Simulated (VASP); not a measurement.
# MoS (Pm-3m) in VASP: notebook, part 2 of 2

VASP 6.6.1. Earlier steps stand in the parts before.

### 5 Single point, PBE, collinear spin

This run uses another cell than the first one: it holds 4 atoms, not 2.

File INCAR:

```
SYSTEM = MoS
PREC = Accurate
ENCUT = 520
EDIFF = 1E-7
ISMEAR = 0
SIGMA = 0.1
LREAL = .FALSE.
LASPH = .TRUE.
NELM = 150
ALGO = Normal
ISIF = 2
LWAVE = .FALSE.
LCHARG = .TRUE.
ISPIN = 2
MAGMOM = 2 -2 0 0
LORBIT = 11
LMAXMIX = 4
GGA = PE
LELF = .TRUE.
LVHAR = .TRUE.
NBANDS = 32
```

File KPOINTS:

```
regular mesh
0
G
  14 14 7
  0 0 0
```

File POSCAR:

```
MoS
1.0
    3.0055916534      0.0000000000      0.0000000000
    0.0000000000      3.0055916534      0.0000000000
    0.0000000000      0.0000000000      6.0111833068
Mo S
2 2
Direct
    0.0000000000      0.0000000000      0.0000000000
    0.0000000000      0.0000000000      0.5000000000
    0.5000000000      0.5000000000      0.2500000000
    0.5000000000      0.5000000000      0.7500000000
```

Potentials or basis: VASP PAW PBE potentials, release 64 (Mo_sv, S).

On the command line:

```bash
$ cat potpaw_PBE.64/Mo_sv/POTCAR potpaw_PBE.64/S/POTCAR > POTCAR
$ mpirun -np 1 vasp_std > vasp.out
```

OUTCAR:

```text
SYSTEM = MoS
   PREC = Accurate
   ENCUT = 520
   EDIFF = 1E-7
   ISMEAR = 0
   LREAL = .FALSE.
   LASPH = .TRUE.
   NELM = 150
   ISIF = 2
   ISPIN = 2
   LORBIT = 11
   GGA = PE

 ion  position               nearest neighbor table
   1  0.000  0.000  0.000-   3 2.60   4 2.60   3 2.60   4 2.60   3 2.60   4 2.60   3 2.60   4 2.60
                             2 3.01   2 3.01
   2  0.000  0.000  0.500-   3 2.60   4 2.60   3 2.60   4 2.60   3 2.60   4 2.60   3 2.60   4 2.60
                             1 3.01   1 3.01
   3  0.500  0.500  0.250-   1 2.60   2 2.60   1 2.60   2 2.60   1 2.60   2 2.60   1 2.60   2 2.60

   4  0.500  0.500  0.750-   1 2.60   2 2.60   1 2.60   2 2.60   1 2.60   2 2.60   1 2.60   2 2.60

  LATTYP: Found a simple tetragonal cell.
 ALAT       =     3.0055916534
 C/A-ratio  =     2.0000000000

  Lattice vectors:

 A1 = (   3.0055916534,   0.0000000000,   0.0000000000)
 A2 = (   0.0000000000,   3.0055916534,   0.0000000000)
 A3 = (   0.0000000000,   0.0000000000,   6.0111833068)

Analysis of symmetry for initial positions (statically):
=====================================================================
 Subroutine PRICEL returns following result:

  LATTYP: Found a simple cubic cell.
 ALAT       =     3.0055916534
[... 12 lines left out ...]
 Subroutine GETGRP returns: Found 16 space group operations
 (whereof 16 operations were pure point group operations)
 out of a pool of 16 trial point group operations.

The static configuration has the point symmetry D_4h.

Analysis of symmetry for dynamics (positions and initial velocities):
=====================================================================
 Subroutine PRICEL returns following result:

  LATTYP: Found a simple cubic cell.
 ALAT       =     3.0055916534
[... 12 lines left out ...]
 Subroutine GETGRP returns: Found 16 space group operations
 (whereof 16 operations were pure point group operations)
 out of a pool of 16 trial point group operations.

The dynamic configuration has the point symmetry D_4h.

Analysis of structural, dynamic, and magnetic symmetry:
=====================================================================
 Subroutine PRICEL returns following result:

  LATTYP: Found a simple cubic cell.
 ALAT       =     3.0055916534
[... 12 lines left out ...]
 Subroutine GETGRP returns: Found 16 space group operations
 (whereof 16 operations were pure point group operations)
 out of a pool of 16 trial point group operations.

The overall configuration has the point symmetry D_4h.

 Subroutine INISYM returns: Found 16 space group operations
 (whereof 16 operations are pure point group operations),
 and found     2 'primitive' translations

----------------------------------------------------------------------------------------

                                     Primitive cell

  volume of cell :      27.1513

  direct lattice vectors                    reciprocal lattice vectors
     3.005591653  0.000000000  0.000000000     0.332713194  0.000000000  0.000000000
     0.000000000  3.005591653  0.000000000     0.000000000  0.332713194  0.000000000
     0.000000000  0.000000000  3.005591653     0.000000000  0.000000000  0.332713194

  length of vectors
     3.005591653  3.005591653  3.005591653     0.332713194  0.332713194  0.332713194

  position of ions in fractional coordinates (direct lattice)
     0.000000000  0.000000000  0.000000000
     0.500000000  0.500000000  0.500000000

  ion indices of the primitive-cell ions
   primitive index   ion index
                 1           1
                 2           3

----------------------------------------------------------------------------------------
[... 78 lines left out ...]
   POTIM  = 0.5000    time-step for ionic-motion
   TEBEG  =    0.0;   TEEND  =   0.0 temperature during run
   PSTRESS=    0.0 pullay stress
   NELECT =      40.0000    total number of electrons
   NUPDOWN=      -1.0000    fix difference up-down
   EMIN   =  10.00;   EMAX   =-10.00  energy-range for DOS
   EFERMI =   0.00;   METHOD = LEGACY
   ISMEAR =     0;   SIGMA  =   0.10  broadening in eV -4-tet -1-fermi 0-gaus
   EFERMI_NEDOS =   21; number of points for ismear=-14 and -15
   IALGO  =     38    algorithm
   IMIX   =      4    mixing-type and parameters
     AMIX     =   0.40;   BMIX     =  1.00
     AMIX_MAG =   1.60;   BMIX_MAG =  1.00
  volume/ion in A,a.u.               =      13.58        91.61
  Fermi-wavevector in a.u.,A,eV,Ry     =   1.478501  2.793961 29.741848  2.185964
  Thomas-Fermi vector in A             =   2.592774
   LORBIT       =     11    0 simple, 1 ext, 2 COOP (PROOUT), +10 PAW based schemes
   GGA     = PE    functional components
   LHFCALC =     F    Hartree Fock is set to
   AEXX    =    0.0000 exact exchange contribution
   IVDW    =     0    specifies the selected vdW correction
   LEPSILON=     F    determine dielectric tensor
   LRPA    =     F    only Hartree local field effects (RPA)
 spin polarized calculation
 Gauss-broadening in eV      SIGMA  =   0.10
  energy-cutoff  :      520.00
  volume of cell :       54.30
 maximum number of plane-waves:      1480
 NGX is ok and might be reduce to    24

 number of electron      40.0000011 magnetization      -0.0000000

 number of electron      40.0000011 magnetization       0.0000000

 Free energy of the ion-electron system (eV)
  ---------------------------------------------------
  ext. energy  EPLUGINS =         0.00000000
  ---------------------------------------------------
  free energy    TOTEN  =       -30.69180433 eV

  energy without entropy =      -30.67680890  energy(sigma->0) =      -30.68430662

 E-fermi :  13.0217     XC(G=0): -13.0647

 val. band max:       13.0189100804   @ k =   0.2857   0.2857   0.0000
 cond. band min:      13.0390888397   @ k =   0.4286   0.2143   0.0000
 fundamental gap:      0.0201787593
 Fermi energy:        13.0216950531

 spin component 1

 k-point     1 :       0.0000    0.0000    0.0000
  band No.  band energies     occupation
      1     -48.2228      1.00000
      2     -48.1833      1.00000
      3     -22.6140      1.00000
      4     -22.1501      1.00000
      5     -22.1501      1.00000
      6     -22.1501      1.00000
[... 829 lines left out ...]
     31      21.9335      0.00000
     32      22.9366      0.00000

 [... further k-points ...]

 spin component 2

 k-point     1 :       0.0000    0.0000    0.0000
  band No.  band energies     occupation
      1     -48.2228      1.00000
      2     -48.1833      1.00000
      3     -22.6140      1.00000
      4     -22.1501      1.00000
      5     -22.1501      1.00000
      6     -22.1501      1.00000
[... 829 lines left out ...]
     31      21.9335      0.00000
     32      22.9366      0.00000

 [... further k-points ...]

------------------------ aborting loop because EDIFF is reached ----------------------------------------

  FORCE on cell =-STRESS in cart. coord.  units (eV):
  Direction    XX          YY          ZZ          XY          YZ          ZX
  --------------------------------------------------------------------------------------
  -------------------------------------------------------------------------------------
  Total        0.0611659      0.0611659      0.0613699      0.0000000      0.0000000      0.0000000
  in kB        1.8046781      1.8046781      1.8106995      0.0000000      0.0000000      0.0000000
  external PRESSURE =       1.8066852 kB  Pullay stress =       0.0000000 kB

 VOLUME and BASIS-vectors are now :
 -----------------------------------------------------------------------------
  energy-cutoff  :      520.00
  volume of cell :       54.30
      direct lattice vectors                 reciprocal lattice vectors
     3.005591653  0.000000000  0.000000000     0.332713194  0.000000000  0.000000000
     0.000000000  3.005591653  0.000000000     0.000000000  0.332713194  0.000000000
     0.000000000  0.000000000  6.011183307     0.000000000  0.000000000  0.166356597

 POSITION                                       TOTAL-FORCE (eV/Angst)
 -----------------------------------------------------------------------------------
      0.00000      0.00000      0.00000         0.000000      0.000000     -0.000000
      0.00000      0.00000      3.00559         0.000000      0.000000      0.000000
      1.50280      1.50280      1.50280         0.000000     -0.000000     -0.000000
      1.50280      1.50280      4.50839         0.000000     -0.000000     -0.000000
 -----------------------------------------------------------------------------------
    total drift:                               -0.000000     -0.000000      0.000000

  FREE ENERGIE OF THE ION-ELECTRON SYSTEM (eV)
  ---------------------------------------------------
  free  energy   TOTEN  =       -30.6918043341 eV

  energy  without entropy=      -30.6768089041  energy(sigma->0) =      -30.68430662

 total charge

# of ion       s       p       d       tot
------------------------------------------
    1        2.248   6.150   4.044  12.442
    2        2.248   6.150   4.044  12.442
    3        1.331   2.305   0.000   3.637
    4        1.331   2.305   0.000   3.637
--------------------------------------------------
tot          7.159  16.911   8.088  32.158

 magnetization (x)

# of ion       s       p       d       tot
------------------------------------------
    1        0.000   0.000   0.000   0.000
    2       -0.000  -0.000  -0.000  -0.000
    3        0.000   0.000   0.000   0.000
    4        0.000   0.000   0.000   0.000
--------------------------------------------------
tot          0.000   0.000   0.000   0.000
```

OSZICAR:

```text
N       E                     dE             d eps       ncg     rms          rms(c)
DAV:   1     0.354111641989E+03    0.35411E+03   -0.22123E+04 18432   0.125E+03
DAV:   2    -0.188884799196E+02   -0.37300E+03   -0.36034E+03 21336   0.372E+02
DAV:   3    -0.311072984930E+02   -0.12219E+02   -0.12030E+02 22360   0.650E+01
DAV:   4    -0.312198825076E+02   -0.11258E+00   -0.11248E+00 20288   0.648E+00
DAV:   5    -0.312212243639E+02   -0.13419E-02   -0.13417E-02 23056   0.681E-01    0.292E+01
DAV:   6    -0.304573904742E+02    0.76383E+00   -0.45003E+00 19016   0.136E+01    0.126E+01
DAV:   7    -0.306742247945E+02   -0.21683E+00   -0.75080E-01 20672   0.478E+00    0.838E+00
DAV:   8    -0.306922822216E+02   -0.18057E-01   -0.75603E-02 21896   0.130E+00    0.249E+00
DAV:   9    -0.306911951931E+02    0.10870E-02   -0.22954E-02 21120   0.856E-01    0.284E-01
DAV:  10    -0.306916330997E+02   -0.43791E-03   -0.15321E-03 20824   0.274E-01    0.144E-01
DAV:  11    -0.306917950381E+02   -0.16194E-03   -0.55412E-04 21688   0.130E-01    0.506E-02
DAV:  12    -0.306918035817E+02   -0.85436E-05   -0.23872E-05 20840   0.317E-02    0.270E-02
DAV:  13    -0.306918041618E+02   -0.58008E-06   -0.51842E-06 21448   0.151E-02    0.106E-02
DAV:  14    -0.306918043785E+02   -0.21674E-06   -0.54516E-07 18664   0.513E-03    0.495E-03
DAV:  15    -0.306918043341E+02    0.44385E-07   -0.17759E-07 12640   0.222E-03
   1 F= -.30691804E+02 E0= -.30684307E+02  d E =-.149954E-01  mag=    -0.0000
```

stdout:

```text
POSCAR found type information on POSCAR MoS
 POSCAR found :  2 types and       4 ions
 scaLAPACK will be used
 LDA part: xc-table for (Slater+PW92), standard interpolation
 POSCAR, INCAR and KPOINTS ok, starting setup
 FFT: planning ... GRIDC
 FFT: planning ... GRID_SOFT
 FFT: planning ... GRID
 WAVECAR not read
 entering main loop
```

It took 6.4 min on 1 thread of Intel Xeon Platinum 8488C (Sapphire Rapids), shared host; peak memory 0.43 GiB.

Results:

| Item | Value |
| --- | --- |
| Free energy | -30.6918 eV |
| Pressure | 0.2 GPa |
| Band gap on the k mesh | zero (filled and empty bands overlap) |
| Net moment | 0.00 μB per cell |
| Valence electrons inside the program's atomic spheres | Mo 12.44; S 3.64 |

### 6 The runs side by side

| task | spin | cell | k mesh | cutoff (eV) | gap on the mesh (eV) | pressure (GPa) | moment (μB) |
| --- | --- | --- | --- | --- | --- | --- | --- |
| single point | off | a = 3.006 Å, 2 atoms, atomic positions A | 6 × 6 × 6 | 500 | none | 0.1 | - |
| relaxation of cell and atoms | off | relaxed from a = 2.970 Å, 2 atoms, atomic positions A | 6 × 6 × 6 | 500 | none | -0.1 | - |
| single point | collinear | a = 2.970 Å, 2 atoms, atomic positions A | 6 × 6 × 6 | 500 | none | 8.6 | 0.00 |
| single point | collinear | a = 3.006, b = 3.006, c = 6.011 Å, 4 atoms, atomic positions B | 14 × 14 × 7 | 520 | none | 0.2 | 0.00 |

Alike in all rows: level PBE; potentials or basis VASP PAW PBE potentials, release 64 (Mo_sv, S); smearing gaussian 0.1 eV.

Caveats: the cell stands under pressure (at least some runs).

Total energies depend on the potentials used, so only differences within one code and one set of settings carry meaning.

The gap in the log of VASP goes by the Fermi energy; the results here count the filled bands.